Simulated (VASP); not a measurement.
# Lu (Fd-3m) in VASP: single point with PBE

Aim: the single point of Lu with PBE.

Program: VASP 6.6.1. These are calculated values, not measurements. Logs are shortened: lines on timing, memory, paths and dates and some standing lists are left out, and cuts for length are marked.

## Step 1: The cell of the first run

It takes space group Fd-3m (No. 227, cubic). Conventional cell: a = 7.430 Å, b = 7.430 Å, c = 7.430 Å, α = 90.00°, β = 90.00°, γ = 90.00°. Lu (site symmetry -43m) has 4 Lu at 3.22 Å within 4.2 Å.

## Step 2: Single point, PBE

INCAR reads:

```
ALGO     = Normal         # electronic algorithm
EDIFF    = 1E-6           # SCF threshold, eV
ENCUT    = 520            # plane-wave cutoff, eV
GGA      = PE             # functional
ISIF     = 2              # what is computed and relaxed
ISMEAR   = -1             # smearing method
LASPH    = T              # aspherical terms in the spheres
LCHARG   = F              # write CHGCAR
LREAL    = F              # projectors in reciprocal space
LWAVE    = F              # write WAVECAR
NBANDS   = 32             # bands
NELM     = 60             # most SCF steps
PREC     = Accurate       # precision mode
SIGMA    = 0.13605693000000002 # smearing width, eV
```

KPOINTS reads:

```
k-points
0
Gamma
  8 8 8
```

POSCAR reads:

```
Lu
1.0
    0.0000000000      3.7150833029      3.7150833029
    3.7150833029      0.0000000000      3.7150833029
    3.7150833029      3.7150833029      0.0000000000
Lu
2
Direct
    0.0000000000      0.0000000000      0.0000000000
    0.2500000000      0.2500000000      0.2500000000
```

Potentials or basis: VASP PAW PBE potentials, release 64 (Lu).

On the command line:

```bash
> cat potpaw_PBE.64/Lu/POTCAR > POTCAR
> mpirun -np 1 vasp_std > vasp.out
```

OUTCAR:

```text
EDIFF = 1E-6
   ENCUT = 520
   GGA = PE
   ISIF = 2
   ISMEAR = -1
   LASPH = T
   LREAL = F
   NELM = 60
   PREC = Accurate

 ion  position               nearest neighbor table
   1  0.000  0.000  0.000-   2 3.22   2 3.22   2 3.22   2 3.22
   2  0.250  0.250  0.250-   1 3.22   1 3.22   1 3.22   1 3.22

  LATTYP: Found a face centered cubic cell.
 ALAT       =     7.4301666058

  Lattice vectors:

 A1 = (   0.0000000000,   3.7150833029,   3.7150833029)
 A2 = (   3.7150833029,   0.0000000000,   3.7150833029)
 A3 = (   3.7150833029,   3.7150833029,   0.0000000000)

Analysis of symmetry for initial positions (statically):
=====================================================================
 Subroutine PRICEL returns:
 Original cell was already a primitive cell.

 Routine SETGRP: Setting up the symmetry group for a
 face centered cubic supercell.

 Subroutine GETGRP returns: Found 48 space group operations
 (whereof 24 operations were pure point group operations)
 out of a pool of 48 trial point group operations.

The static configuration has the point symmetry T_d .
 The point group associated with its full space group is O_h .

Analysis of symmetry for dynamics (positions and initial velocities):
=====================================================================
 Subroutine PRICEL returns:
 Original cell was already a primitive cell.

 Routine SETGRP: Setting up the symmetry group for a
 face centered cubic supercell.

 Subroutine GETGRP returns: Found 48 space group operations
 (whereof 24 operations were pure point group operations)
 out of a pool of 48 trial point group operations.

The dynamic configuration has the point symmetry T_d .
 The point group associated with its full space group is O_h .

 Subroutine INISYM returns: Found 48 space group operations
 (whereof 24 operations are pure point group operations),
 and found     1 'primitive' translations

----------------------------------------------------------------------------------------

                                     Primitive cell

  volume of cell :     102.5500

  direct lattice vectors                    reciprocal lattice vectors
     0.000000000  3.715083303  3.715083303    -0.134586484  0.134586484  0.134586484
     3.715083303  0.000000000  3.715083303     0.134586484 -0.134586484  0.134586484
     3.715083303  3.715083303  0.000000000     0.134586484  0.134586484 -0.134586484

  length of vectors
     5.253921192  5.253921192  5.253921192     0.233110629  0.233110629  0.233110629

  position of ions in fractional coordinates (direct lattice)
     0.000000000  0.000000000  0.000000000
     0.250000000  0.250000000  0.250000000

  ion indices of the primitive-cell ions
   primitive index   ion index
                 1           1
                 2           2

----------------------------------------------------------------------------------------

 KPOINTS: k-points

Automatic generation of k-mesh.
 Grid dimensions read from file:
 generate k-points for:    8    8    8

 Generating k-lattice:

  Cartesian coordinates                     Fractional coordinates (reciprocal lattice)
    -0.016823311  0.016823311  0.016823311     0.125000000  0.000000000  0.000000000
     0.016823311 -0.016823311  0.016823311     0.000000000  0.125000000  0.000000000
     0.016823311  0.016823311 -0.016823311     0.000000000  0.000000000  0.125000000

  Length of vectors
     0.029138829  0.029138829  0.029138829

  Shift w.r.t. Gamma in fractional coordinates (k-lattice)
     0.000000000  0.000000000  0.000000000

 Subroutine IBZKPT returns following result:
 ===========================================

 Found     29 irreducible k-points:

 Following reciprocal coordinates:
            Coordinates               Weight
  0.000000  0.000000  0.000000      1.000000
  0.125000  0.000000  0.000000      8.000000
  0.250000  0.000000  0.000000      8.000000
  0.375000  0.000000  0.000000      8.000000
  0.500000  0.000000  0.000000      4.000000
  0.125000  0.125000  0.000000      6.000000
[... 16 lines left out ...]
  0.500000  0.250000  0.125000     48.000000
 -0.375000  0.250000  0.125000     24.000000
 [... further k-points ...]
   k-points           NKPTS =     29   k-points in BZ     NKDIM =     29   number of bands    NBANDS=     32
   number of dos      NEDOS =    301   number of ions     NIONS =      2
   total plane-waves  NPLWV =  64000
   dimension x,y,z NGX =    40 NGY =   40 NGZ =   40
   dimension x,y,z NGXF=    80 NGYF=   80 NGZF=   80
   ions per type =               2
   NGX,Y,Z   is equivalent  to a cutoff of  12.66, 12.66, 12.66 a.u.
   NGXF,Y,Z  is equivalent  to a cutoff of  25.31, 25.31, 25.31 a.u.
 SYSTEM =  unknown system
   PREC   = accura    normal or accurate (medium, high low for compatibility)
   ISTART =      0    job   : 0-new  1-cont  2-samecut
   ICHARG =      2    charge: 1-file 2-atom 10-const
   ISPIN  =      1    spin polarized calculation?
   LNONCOLLINEAR =      F non collinear calculations
   LSORBIT =      F    spin-orbit coupling
   LASPH  =      T    aspherical Exc in radial PAW
   ENCUT  =  520.0 eV  38.22 Ry    6.18 a.u.   9.77  9.77  9.77*2*pi/ulx,y,z
   NELM   =     60;   NELMIN=  2; NELMDL= -5     # of ELM steps
   EDIFF  = 0.1E-05   stopping-criterion for ELM
   LREAL  =      F    real-space projection
[... 7 lines left out ...]
   TEBEG  =    0.0;   TEEND  =   0.0 temperature during run
   PSTRESS=    0.0 pullay stress
   NELECT =      50.0000    total number of electrons
   NUPDOWN=      -1.0000    fix difference up-down
   EMIN   =  10.00;   EMAX   =-10.00  energy-range for DOS
   EFERMI =   0.00;   METHOD = LEGACY
   ISMEAR =    -1;   SIGMA  =   0.14  broadening in eV -4-tet -1-fermi 0-gaus
   EFERMI_NEDOS =   21; number of points for ismear=-14 and -15
   IALGO  =     38    algorithm
   IMIX   =      4    mixing-type and parameters
     AMIX     =   0.40;   BMIX     =  1.00
     AMIX_MAG =   1.60;   BMIX_MAG =  1.00
  volume/ion in A,a.u.               =      51.27       346.02
  Fermi-wavevector in a.u.,A,eV,Ry     =   1.288506  2.434922 22.589024  1.660246
  Thomas-Fermi vector in A             =   2.420455
   LORBIT       =      0    0 simple, 1 ext, 2 COOP (PROOUT), +10 PAW based schemes
   GGA     = PE    functional components
[... 5 lines left out ...]
 non-spin polarized calculation
  energy-cutoff  :      520.00
  volume of cell :      102.55
 maximum number of plane-waves:      2788
   NGX = 19   NGY = 19   NGZ = 19

 number of electron      49.9999987 magnetization

 Free energy of the ion-electron system (eV)
  ---------------------------------------------------
  ext. energy  EPLUGINS =         0.00000000
  ---------------------------------------------------
  free energy    TOTEN  =        -5.19668898 eV

  energy without entropy =       -4.90110017  energy(sigma->0) =       -5.04889457

 E-fermi :  -0.0044     XC(G=0):  -8.0467

 val. band max:       -0.0674397520   @ k =  -0.3750   0.2500   0.1250
 cond. band min:       0.0017696529   @ k =   0.1250   0.1250   0.0000
 fundamental gap:      0.0692094050
 Fermi energy:        -0.0043869120

 k-point     1 :       0.0000    0.0000    0.0000
  band No.  band energies     occupation
      1     -57.2558      2.00000
      2     -57.2067      2.00000
      3     -27.9919      2.00000
      4     -27.9919      2.00000
      5     -27.9919      2.00000
      6     -27.7343      2.00000
[... 24 lines left out ...]
     31       1.7972      0.00000
     32       4.7407      0.00000

 k-point     2 :       0.1250    0.0000    0.0000
  band No.  band energies     occupation
      1     -57.2544      2.00000
      2     -57.2081      2.00000
      3     -27.9959      2.00000
      4     -27.9959      2.00000
      5     -27.9903      2.00000
      6     -27.7366      2.00000
[... 24 lines left out ...]
     31       1.7956      0.00000
     32       4.6946      0.00000

 k-point     3 :       0.2500    0.0000    0.0000
  band No.  band energies     occupation
      1     -57.2507      2.00000
      2     -57.2118      2.00000
      3     -28.0051      2.00000
      4     -28.0051      2.00000
      5     -27.9864      2.00000
      6     -27.7421      2.00000
[... 24 lines left out ...]
     31       1.9006      0.00000
     32       4.5187      0.00000

 k-point     4 :       0.3750    0.0000    0.0000
  band No.  band energies     occupation
      1     -57.2460      2.00000
      2     -57.2165      2.00000
      3     -28.0137      2.00000
      4     -28.0137      2.00000
      5     -27.9825      2.00000
      6     -27.7477      2.00000
[... 24 lines left out ...]
     31       2.2300      0.00000
     32       4.1624      0.00000

 k-point     5 :       0.5000    0.0000    0.0000
  band No.  band energies     occupation
      1     -57.2436      2.00000
      2     -57.2190      2.00000
      3     -28.0171      2.00000
      4     -28.0171      2.00000
      5     -27.9808      2.00000
      6     -27.7500      2.00000
[... 584 lines left out ...]
     31       2.2236      0.00000
     32       2.2236      0.00000

 k-point    22 :       0.3750    0.2500    0.1250
  band No.  band energies     occupation
      1     -57.2473      2.00000
      2     -57.2152      2.00000
      3     -28.0251      2.00000
      4     -28.0156      2.00000
      5     -27.9580      2.00000
      6     -27.7714      2.00000
[... 24 lines left out ...]
     31       2.0398      0.00000
     32       3.8026      0.00000

 k-point    23 :       0.5000    0.2500    0.1250
  band No.  band energies     occupation
      1     -57.2426      2.00000
      2     -57.2199      2.00000
      3     -28.0360      2.00000
      4     -28.0232      2.00000
      5     -27.9419      2.00000
      6     -27.7883      2.00000
[... 24 lines left out ...]
     31       2.4423      0.00000
     32       3.3653      0.00000

 k-point    24 :      -0.3750    0.2500    0.1250
  band No.  band energies     occupation
      1     -57.2400      2.00000
      2     -57.2226      2.00000
      3     -28.0398      2.00000
      4     -28.0267      2.00000
      5     -27.9342      2.00000
      6     -27.7962      2.00000
[... 24 lines left out ...]
     31       2.4500      0.00000
     32       3.5486      0.00000

 [... further k-points ...]

------------------------ aborting loop because EDIFF is reached ----------------------------------------

  FORCE on cell =-STRESS in cart. coord.  units (eV):
  Direction    XX          YY          ZZ          XY          YZ          ZX
  --------------------------------------------------------------------------------------
  -------------------------------------------------------------------------------------
  Total       -0.0267364     -0.0267364     -0.0267364      0.0000000      0.0000000      0.0000000
  in kB       -0.4177128     -0.4177128     -0.4177128      0.0000000      0.0000000      0.0000000
  external PRESSURE =      -0.4177128 kB  Pullay stress =       0.0000000 kB

 VOLUME and BASIS-vectors are now :
 -----------------------------------------------------------------------------
  energy-cutoff  :      520.00
  volume of cell :      102.55
      direct lattice vectors                 reciprocal lattice vectors
     0.000000000  3.715083303  3.715083303    -0.134586484  0.134586484  0.134586484
     3.715083303  0.000000000  3.715083303     0.134586484 -0.134586484  0.134586484
     3.715083303  3.715083303  0.000000000     0.134586484  0.134586484 -0.134586484

 POSITION                                       TOTAL-FORCE (eV/Angst)
 -----------------------------------------------------------------------------------
      0.00000      0.00000      0.00000         0.000000      0.000000      0.000000
      1.85754      1.85754      1.85754        -0.000000     -0.000000     -0.000000
 -----------------------------------------------------------------------------------
    total drift:                               -0.000000     -0.000000      0.000000

  FREE ENERGIE OF THE ION-ELECTRON SYSTEM (eV)
  ---------------------------------------------------
  free  energy   TOTEN  =        -5.1966889765 eV

  energy  without entropy=       -4.9011001667  energy(sigma->0) =       -5.04889457
```

Wall time 2.6 min (1 thread of AMD EPYC 7R43 (Zen 3), shared host); peak memory 0.24 GiB.

Results:

- Free energy: -5.1967 eV
- Pressure: 0.0 GPa
- Band gap on the k mesh: zero (band 25 reaches 0.50 eV, above the bottom of band 26 at -0.51 eV)

Caveat: spin-orbit coupling is left out, which moves the levels of the heavy elements.
